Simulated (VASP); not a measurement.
# Se (P6_3/mmc) in VASP: further runs

Se is run at these levels: PBEsol; tasks: relaxation of cell and atoms, single point.

All numbers are computed with VASP 6.6.1; they aren't measurements. Logs are shortened: lines on timing, memory, paths and dates and some standing lists are left out, and cuts for length are marked.

### Step 1. The cell of the first run

The structure is hexagonal, space group P6_3/mmc (No. 194). The conventional cell has a = 3.482 Å, b = 3.482 Å, c = 3.899 Å, α = 90.00°, β = 90.00°, γ = 120.00°. Within 3.7 Å of Se (site symmetry -6m2) lie 12 Se at 2.80 to 3.48 Å.

This isn't the form of Se at room conditions, which is trigonal, of chains.

### Step 2. Relaxation of cell and atoms, PBEsol

File INCAR:

```
PREC = Accurate
ENCUT = 600
EDIFF = 1E-6
ISMEAR = 0
SIGMA = 0.1
LREAL = False
LASPH = True
NELM = 80
ALGO = Normal
ISIF = 3
LWAVE = False
LCHARG = False
GGA = PS
IBRION = 2
NSW = 100
EDIFFG = -0.01
```

File KPOINTS:

```
regular mesh
0
Gamma
  15 15 12
```

File POSCAR:

```
Se
1.0
    3.4820376573      0.0000000000      0.0000000000
   -1.7410188287      3.0155330682      0.0000000000
    0.0000000000      0.0000000000      3.8993459197
Se
2
Direct
    0.3333333333      0.6666666667      0.2500000000
    0.6666666667      0.3333333333      0.7500000000
```

Potentials or basis: VASP PAW PBE potentials, release 64 (Se).

The run is started by

```sh
cat potpaw_PBE.64/Se/POTCAR > POTCAR
mpirun -np 1 vasp_std > vasp.out
```

OUTCAR:

```text
PREC = Accurate
   ENCUT = 600
   EDIFF = 1E-6
   ISMEAR = 0
   LREAL = False
   LASPH = True
   NELM = 80
   ISIF = 3
   GGA = PS
   IBRION = 2
   NSW = 100
   EDIFFG = -0.01

 ion  position               nearest neighbor table
   1  0.333  0.667  0.250-
   2  0.667  0.333  0.750-

  LATTYP: Found a hexagonal cell.
 ALAT       =     3.4820376573
 C/A-ratio  =     1.1198459935

  Lattice vectors:

 A1 = (   3.4820376573,   0.0000000000,   0.0000000000)
 A2 = (  -1.7410188287,   3.0155330682,   0.0000000000)
 A3 = (   0.0000000000,   0.0000000000,   3.8993459197)

Analysis of symmetry for initial positions (statically):
=====================================================================
 Subroutine PRICEL returns:
 Original cell was already a primitive cell.

 Routine SETGRP: Setting up the symmetry group for a
 hexagonal supercell.

 Subroutine GETGRP returns: Found 24 space group operations
 (whereof 12 operations were pure point group operations)
 out of a pool of 24 trial point group operations.

The static configuration has the point symmetry D_3d.
 The point group associated with its full space group is D_6h.

Analysis of symmetry for dynamics (positions and initial velocities):
=====================================================================
 Subroutine PRICEL returns:
 Original cell was already a primitive cell.

 Routine SETGRP: Setting up the symmetry group for a
 hexagonal supercell.

 Subroutine GETGRP returns: Found 24 space group operations
 (whereof 12 operations were pure point group operations)
 out of a pool of 24 trial point group operations.

The dynamic configuration has the point symmetry D_3d.
 The point group associated with its full space group is D_6h.

 Subroutine INISYM returns: Found 24 space group operations
 (whereof 12 operations are pure point group operations),
 and found     1 'primitive' translations

----------------------------------------------------------------------------------------

                                     Primitive cell

  volume of cell :      40.9439

  direct lattice vectors                    reciprocal lattice vectors
     3.482037657  0.000000000  0.000000000     0.287188163  0.165808164  0.000000000
    -1.741018829  3.015533068  0.000000000     0.000000000  0.331616327  0.000000000
     0.000000000  0.000000000  3.899345920     0.000000000  0.000000000  0.256453267

  length of vectors
     3.482037657  3.482037657  3.899345920     0.331616327  0.331616327  0.256453267

[... 101 lines left out ...]
  volume/ion in A,a.u.               =      20.47       138.15
  Fermi-wavevector in a.u.,A,eV,Ry     =   1.087440  2.054964 16.089252  1.182527
  Thomas-Fermi vector in A             =   2.223600
   LORBIT       =      0    0 simple, 1 ext, 2 COOP (PROOUT), +10 PAW based schemes
   GGA     = PS    functional components
   LHFCALC =     F    Hartree Fock is set to
   AEXX    =    0.0000 exact exchange contribution
   IVDW    =     0    specifies the selected vdW correction
   LEPSILON=     F    determine dielectric tensor
   LRPA    =     F    only Hartree local field effects (RPA)
 conjugate gradient relaxation of ions
 non-spin polarized calculation
 Gauss-broadening in eV      SIGMA  =   0.10
  energy-cutoff  :      600.00
  volume of cell :       40.94
 maximum number of plane-waves:      1392
 NGX is ok and might be reduce to    28
   NGX = 13   NGY = 13   NGZ = 15

--------------------------------------- Ionic step        1  -------------------------------------------

 number of electron      12.0000001 magnetization

 Free energy of the ion-electron system (eV)
  ---------------------------------------------------
  ext. energy  EPLUGINS =         0.00000000
  ---------------------------------------------------
  free energy    TOTEN  =        -7.13665410 eV

  energy without entropy =       -7.13050009  energy(sigma->0) =       -7.13357709

------------------------ aborting loop because EDIFF is reached ----------------------------------------

  FORCE on cell =-STRESS in cart. coord.  units (eV):
  Direction    XX          YY          ZZ          XY          YZ          ZX
  --------------------------------------------------------------------------------------
  -------------------------------------------------------------------------------------
  Total        0.5117186      0.5117186     -0.3081429     -0.0000000      0.0000000      0.0000000
  in kB       20.0240767     20.0240767    -12.0579488     -0.0000000      0.0000000      0.0000000
  external PRESSURE =       9.3300682 kB  Pullay stress =       0.0000000 kB
[... 167 lines left out ...]
--------------------------------------- Ionic step        6  -------------------------------------------

 number of electron      11.9999999 magnetization

 Free energy of the ion-electron system (eV)
  ---------------------------------------------------
  ext. energy  EPLUGINS =         0.00000000
  ---------------------------------------------------
  free energy    TOTEN  =        -7.15576964 eV

  energy without entropy =       -7.14968518  energy(sigma->0) =       -7.15272741

 E-fermi :   5.2098     XC(G=0): -10.4282

 val. band max:        5.2002526228   @ k =   0.1333   0.0000   0.1667
 cond. band min:       5.2192337177   @ k =   0.0667   0.0667   0.4167
 fundamental gap:      0.0189810949
 Fermi energy:         5.2097530060

 k-point     1 :       0.0000    0.0000    0.0000
  band No.  band energies     occupation
      1     -11.2085      2.00000
      2      -4.8951      2.00000
      3       0.0564      2.00000
      4       2.8808      2.00000
      5       2.8808      2.00000
      6       6.1101      0.00000
      7       6.1101      0.00000
      8       8.8657      0.00000
      9       9.1332      0.00000
     10      12.4130      0.00000
[... 287 lines left out ...]
 k-point    24 :       0.4000    0.2000    0.0000
  band No.  band energies     occupation
      1      -8.7906      2.00000
      2      -7.6178      2.00000
      3      -0.6700      2.00000
      4       2.6737      2.00000
      5       2.6745      2.00000
      6       4.1137      2.00000
      7       4.1959      2.00000
      8       6.8634      0.00000
      9      10.8316      0.00000
     10      12.4109      0.00000

 [... further k-points ...]

------------------------ aborting loop because EDIFF is reached ----------------------------------------

  FORCE on cell =-STRESS in cart. coord.  units (eV):
  Direction    XX          YY          ZZ          XY          YZ          ZX
  --------------------------------------------------------------------------------------
  -------------------------------------------------------------------------------------
  Total        0.0069940      0.0069940      0.0012580     -0.0000000      0.0000000      0.0000000
  in kB        0.2652167      0.2652167      0.0477030     -0.0000000      0.0000000      0.0000000
  external PRESSURE =       0.1927121 kB  Pullay stress =       0.0000000 kB
[... 17 lines left out ...]
  FREE ENERGIE OF THE ION-ELECTRON SYSTEM (eV)
  ---------------------------------------------------
  free  energy   TOTEN  =        -7.1557696431 eV

  energy  without entropy=       -7.1496851846  energy(sigma->0) =       -7.15272741

 reached required accuracy - stopping structural energy minimisation
```

OSZICAR:

```text
N       E                     dE             d eps       ncg     rms          rms(c)
DAV:   1     0.552274298832E+02    0.55227E+02   -0.59221E+03  3780   0.116E+03
DAV:   2    -0.454483016096E+01   -0.59772E+02   -0.58220E+02  5888   0.160E+02
DAV:   3    -0.712195609067E+01   -0.25771E+01   -0.25471E+01  4502   0.391E+01
DAV:   4    -0.714043304436E+01   -0.18477E-01   -0.18449E-01  4414   0.349E+00
[... 42 lines left out ...]
DAV:   1    -0.715689449728E+01   -0.22417E-02   -0.83777E-02  3984   0.200E+00    0.242E-01
DAV:   2    -0.715613872921E+01    0.75577E-03   -0.19288E-03  3970   0.342E-01    0.119E-01
DAV:   3    -0.715576749194E+01    0.37124E-03   -0.92410E-04  4086   0.190E-01    0.209E-02
DAV:   4    -0.715576897462E+01   -0.14827E-05   -0.12550E-05  4086   0.303E-02    0.146E-02
DAV:   5    -0.715576964311E+01   -0.66850E-06   -0.11084E-06  2312   0.902E-03
   6 F= -.71557696E+01 E0= -.71527274E+01  d E =-.215102E-02
```

Wall time 4.5 min (1 thread of Intel Xeon 8259CL, shared host); peak memory 0.23 GiB.

Results:

* Free energy: -7.1558 eV
* Relaxed volume: 21.13 Å³/atom
* Relaxed cell: a = 3.586 Å, b = 3.586 Å, c = 3.793 Å, α = 90.00°, β = 90.00°, γ = 120.00°
* Space group after relaxing (to 0.1 Å): P6_3/mmc (No. 194)
* Energy gained by relaxing: 9.6 meV/atom
* Ionic steps: 6
* Pressure after relaxing: 0.0 GPa
* Band gap on the k mesh: zero (bands 6 and 7 overlap by 2.54 eV)

The path:
```csv
step,energy change (eV),largest force (eV/Å),pressure (GPa),volume (Å³)
1,0.0000,0.0000,0.93,40.94
2,-0.0114,0.0000,0.08,41.65
3,-0.0164,0.0000,-1.21,42.92
4,-0.0170,0.0000,-0.89,42.59
5,-0.0180,0.0000,0.69,42.01
6,-0.0191,0.0000,0.02,42.25
```

Final structure:
```
Se
1.0
     3.58643    0.00000    0.00000
    -1.79322    3.10594    0.00000
     0.00000    0.00000    3.79298
Se
2
Direct
  0.33333 0.66667 0.25000
  0.66667 0.33333 0.75000
```

Levels at points of the mesh, in eV from the Fermi level:
| k point | band 3 | band 4 | band 5 | band 6 | band 7 | band 8 | band 9 | band 10 |
| --- | --- | --- | --- | --- | --- | --- | --- | --- |
| (0.00, 0.00, 0.00) | -5.15 | -2.33 | -2.33 | 0.90 | 0.90 | 3.66 | 3.92 | 7.20 |
| (0.00, 0.00, 0.50) | -0.97 | -0.97 | -0.60 | -0.60 | -0.60 | -0.60 | 8.08 | 8.08 |

Caveat: the PAW data sets were made with another functional, which shifts forces and pressure a little.

### Step 3. Single point, PBEsol

This run uses another cell than the first one, of 21.11 Å³/atom.

File INCAR:

```
SYSTEM = Se
PREC     = Accurate       ! precision mode
ENCUT    = 520            ! plane-wave cutoff, eV
EDIFF    = 1E-7           ! SCF threshold, eV
ISMEAR   = 0              ! smearing method
SIGMA    = 0.1            ! smearing width, eV
LREAL    = .False.        ! projectors in reciprocal space
LASPH    = .True.         ! aspherical terms in the spheres
NELM     = 60             ! most SCF steps
ALGO     = Normal         ! electronic algorithm
ISIF     = 2              ! what is computed and relaxed
LWAVE    = .False.        ! write WAVECAR
LCHARG   = .False.        ! write CHGCAR
GGA      = PS             ! functional
NBANDS   = 13             ! bands
```

File KPOINTS:

```
Automatic mesh
0
Gamma
  15 15 12
  0 0 0
```

File POSCAR:

```
Se
1.0
    3.5859920643      0.0000000000      0.0000000000
   -1.7929960322      3.1055602255      0.0000000000
    0.0000000000      0.0000000000      3.7909631446
Se
2
Direct
    0.3333333333      0.6666666667      0.2500000000
    0.6666666667      0.3333333333      0.7500000000
```

Potentials or basis: VASP PAW PBE potentials, release 64 (Se).

The run is started by

```sh
cat potpaw_PBE.64/Se/POTCAR > POTCAR
mpirun -np 1 vasp_std > vasp.out
```

OUTCAR:

```text
SYSTEM = Se
   PREC = Accurate
   ENCUT = 520
   EDIFF = 1E-7
   ISMEAR = 0
   LREAL = .False.
   LASPH = .True.
   NELM = 60
   ISIF = 2
   GGA = PS

 ion  position               nearest neighbor table
   1  0.333  0.667  0.250-
   2  0.667  0.333  0.750-

  LATTYP: Found a hexagonal cell.
 ALAT       =     3.5859920643
 C/A-ratio  =     1.0571588215

  Lattice vectors:

 A1 = (   3.5859920643,   0.0000000000,   0.0000000000)
 A2 = (  -1.7929960322,   3.1055602255,   0.0000000000)
 A3 = (   0.0000000000,   0.0000000000,   3.7909631446)

Analysis of symmetry for initial positions (statically):
=====================================================================
 Subroutine PRICEL returns:
 Original cell was already a primitive cell.

 Routine SETGRP: Setting up the symmetry group for a
 hexagonal supercell.

 Subroutine GETGRP returns: Found 24 space group operations
 (whereof 12 operations were pure point group operations)
 out of a pool of 24 trial point group operations.

The static configuration has the point symmetry D_3d.
 The point group associated with its full space group is D_6h.

Analysis of symmetry for dynamics (positions and initial velocities):
=====================================================================
 Subroutine PRICEL returns:
 Original cell was already a primitive cell.

 Routine SETGRP: Setting up the symmetry group for a
 hexagonal supercell.

 Subroutine GETGRP returns: Found 24 space group operations
 (whereof 12 operations were pure point group operations)
 out of a pool of 24 trial point group operations.

The dynamic configuration has the point symmetry D_3d.
 The point group associated with its full space group is D_6h.

 Subroutine INISYM returns: Found 24 space group operations
 (whereof 12 operations are pure point group operations),
 and found     1 'primitive' translations
[... 120 lines left out ...]
   GGA     = PS    functional components
   LHFCALC =     F    Hartree Fock is set to
   AEXX    =    0.0000 exact exchange contribution
   IVDW    =     0    specifies the selected vdW correction
   LEPSILON=     F    determine dielectric tensor
   LRPA    =     F    only Hartree local field effects (RPA)
 non-spin polarized calculation
 Gauss-broadening in eV      SIGMA  =   0.10
  energy-cutoff  :      520.00
  volume of cell :       42.22
 maximum number of plane-waves:      1178
 NGX is ok and might be reduce to    28
   NGX = 13   NGY = 13   NGZ = 15

 number of electron      12.0000001 magnetization

 Free energy of the ion-electron system (eV)
  ---------------------------------------------------
  ext. energy  EPLUGINS =         0.00000000
  ---------------------------------------------------
  free energy    TOTEN  =        -7.15571914 eV

  energy without entropy =       -7.14963503  energy(sigma->0) =       -7.15267708

 E-fermi :   5.2200     XC(G=0): -10.4316

 val. band max:        5.2099431998   @ k =   0.4000   0.1333   0.2500
 cond. band min:       5.2290807076   @ k =   0.0667   0.0667   0.4167
 fundamental gap:      0.0191375078
 Fermi energy:         5.2199644884

 k-point     1 :       0.0000    0.0000    0.0000
  band No.  band energies     occupation
      1     -11.2065      2.00000
      2      -4.8818      2.00000
      3       0.0643      2.00000
      4       2.8853      2.00000
      5       2.8853      2.00000
      6       6.1190      0.00000
      7       6.1190      0.00000
      8       8.8793      0.00000
      9       9.1381      0.00000
     10      12.4218      0.00000
     11      15.2655      0.00000
     12      15.2655      0.00000
     13      17.0380      0.00000
[... 354 lines left out ...]
  band No.  band energies     occupation
      1      -8.7863      2.00000
      2      -7.6121      2.00000
      3      -0.6671      2.00000
      4       2.6835      2.00000
      5       2.6836      2.00000
      6       4.1235      2.00000
      7       4.2085      2.00000
      8       6.8775      0.00000
      9      10.8373      0.00000
     10      12.4224      0.00000
     11      15.1426      0.00000
     12      15.4789      0.00000
     13      18.9853      0.00000

 [... further k-points ...]

------------------------ aborting loop because EDIFF is reached ----------------------------------------

  FORCE on cell =-STRESS in cart. coord.  units (eV):
  Direction    XX          YY          ZZ          XY          YZ          ZX
  --------------------------------------------------------------------------------------
  -------------------------------------------------------------------------------------
  Total        0.0202413      0.0202413      0.0320675     -0.0000000      0.0000000      0.0000000
  in kB        0.7681559      0.7681559      1.2169602     -0.0000000      0.0000000      0.0000000
  external PRESSURE =       0.9177574 kB  Pullay stress =       0.0000000 kB

 VOLUME and BASIS-vectors are now :
 -----------------------------------------------------------------------------
  energy-cutoff  :      520.00
  volume of cell :       42.22
      direct lattice vectors                 reciprocal lattice vectors
     3.585992064  0.000000000  0.000000000     0.278862859  0.161001547  0.000000000
    -1.792996032  3.105560226  0.000000000     0.000000000  0.322003094  0.000000000
     0.000000000  0.000000000  3.790963145     0.000000000  0.000000000  0.263785208

 POSITION                                       TOTAL-FORCE (eV/Angst)
 -----------------------------------------------------------------------------------
     -0.00000      2.07037      0.94774         0.000000      0.000000      0.000000
      1.79300      1.03519      2.84322        -0.000000     -0.000000      0.000000
 -----------------------------------------------------------------------------------
    total drift:                               -0.000000      0.000000      0.000000

  FREE ENERGIE OF THE ION-ELECTRON SYSTEM (eV)
  ---------------------------------------------------
  free  energy   TOTEN  =        -7.1557191424 eV

  energy  without entropy=       -7.1496350255  energy(sigma->0) =       -7.15267708
```

Wall time 29 s (1 thread of Intel Xeon 6975P-C (Granite Rapids), shared host); peak memory 0.2 GiB.

Results:

```
Free energy            : -7.1557 eV
Pressure               : 0.1 GPa
Band gap on the k mesh : zero (bands 6 and 7 overlap by 2.53 eV)
```

Caveat: the PAW data sets were made with another functional, which shifts forces and pressure a little.
